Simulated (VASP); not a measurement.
Input of a VASP 6.6.1 run:

INCAR

```
PREC = Accurate
ENCUT = 600
EDIFF = 1E-8
ISMEAR = -1
SIGMA = 0.05
LREAL = F
LASPH = T
NELM = 60
ALGO = Normal
ISIF = 3
LWAVE = F
LCHARG = T
IBRION = 6
NFREE = 2
POTIM = 0.015
NSW = 1
```

KPOINTS

```
Automatic mesh
0
Gamma
  7 7 7
```

File POSCAR:

```
WC
1.0
    0.0000000000      2.1926840000      2.1926840000
    2.1926840000      0.0000000000      2.1926840000
    2.1926840000      2.1926840000      0.0000000000
W C
1 1
Direct
    0.0000000000      0.0000000000      0.0000000000
    0.5000000000      0.5000000000      0.5000000000
```

Potentials or basis: VASP PAW LDA potentials, release 64 (W_sv, C).

Run with:

```bash
$ cat potpaw_LDA.64/W_sv/POTCAR potpaw_LDA.64/C/POTCAR > POTCAR
$ mpirun -np 1 vasp_std > vasp.out
```

Question: What does it give for the elastic constants C11, C12, C44?

Answer: 757, 156, 174 GPa.

Question: Predict the Voigt bulk modulus.

Answer: 356 GPa.

Question: What does it give for the highest phonon frequency at Γ?

Answer: 388 cm⁻¹.

Elastic tensor in Voigt notation (GPa, in the Cartesian axes of the cell as first typed):
```
757 156 156   0   0   0
156 757 156   0   0   0
156 156 757   0   0   0
  0   0   0 174   0   0
  0   0   0   0 174   0
  0   0   0   0   0 174
```

Caveat: the cell is under stress, which shifts elastic constants.
